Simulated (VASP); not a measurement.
Here is a VASP 6.6.1 calculation.

INCAR

```
SYSTEM = HfN
ALGO = Normal
EDIFF = 1E-6
ENCUT = 520
GGA = PS
ISIF = 2
ISMEAR = 0
LASPH = .TRUE.
LCHARG = .TRUE.
LELF = .TRUE.
LREAL = .FALSE.
LVHAR = .TRUE.
LWAVE = .FALSE.
NBANDS = 23
NELM = 100
PREC = Accurate
SIGMA = 0.1
```

KPOINTS

```
k-points
0
G
  16 16 12
  0 0 0
```

The input POSCAR:

```
HfN
1.0
    2.2508679147      2.2508679147      0.0000000000
   -2.2508679147      2.2508679147      0.0000000000
    0.0000000000      0.0000000000      4.7043139418
Hf N
2 2
Direct
    0.0000000000      0.0000000000      0.0000000000
    0.5000000000      0.5000000000      0.5000000000
    0.5000000000      0.5000000000      0.0000000000
    0.0000000000      0.0000000000      0.5000000000
```

Potentials or basis: VASP PAW PBE potentials, release 64 (Hf_pv, N).

Run with:

```bash
$ cat potpaw_PBE.64/Hf_pv/POTCAR potpaw_PBE.64/N/POTCAR > POTCAR
$ mpirun -np 1 vasp_std > vasp.out
```

**Question.** Estimate the band gap on the k mesh.

**Answer.** Zero (band 15 reaches 11.05 eV, above the bottom of band 16 at 4.29 eV).

**Question.** What does it give for the pressure?

**Answer.** -12.4 GPa.

Stress tensor (GPa, compression positive):
```
 -6.71   0.00   0.00
  0.00  -6.71   0.00
  0.00   0.00 -23.69
```

Caveat: the cell differs from its parent crystal (strain along c alone, the other axes held: +4.5 %); the PAW data sets were made with another functional, which shifts forces and pressure a little; spin-orbit coupling is left out, which moves the levels of the heavy elements.
